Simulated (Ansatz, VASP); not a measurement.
**Zn3Se2S in VASP and in Ansatz**

```
CELL_PARAMETERS angstrom
-1.99283 1.99283 8.45190
1.99283 -1.99283 8.45190
1.99283 1.99283 -8.45190
ATOMIC_POSITIONS crystal
Zn 0.82750 0.82750 0.00000
Zn 0.50000 0.50000 0.00000
Zn 0.17250 0.17250 0.00000
Se 0.58621 0.08621 0.50000
Se 0.91379 0.41379 0.50000
S 0.25000 0.75000 0.50000
```

Alike in both runs: functional PBE; k mesh 10 × 10 × 10; occupations gaussian, width 0.02 eV; no spin polarisation.

Ansatz relaxed the structure, and its values are those at the end. VASP's run is a single point on that final structure, the one shown.

|  | VASP | Ansatz |
| --- | --- | --- |
| version | VASP 6.6.1 | Ansatz 0.2.0 |
| potentials or method | VASP PAW PBE potentials, release 64 (Zn, Se, S), cutoff 520 eV | scalar-relativistic, plane waves, PAW |
| valence electrons in the cell | 54 | 74 |

Ansatz gave:

- gap on the k mesh at the Fermi level (eV): 1.36
- least direct gap on the mesh (eV): 1.36
- pressure (GPa): 0.0

Problem. Estimate VASP's values.

Solution. gap on the k mesh at the Fermi level (eV): 1.36; least direct gap on the mesh (eV): 1.36; pressure (GPa): 0.2.

VASP's potentials hold 54 valence electrons a cell and Ansatz's 74, so a difference there can come from the potentials and not from the codes.
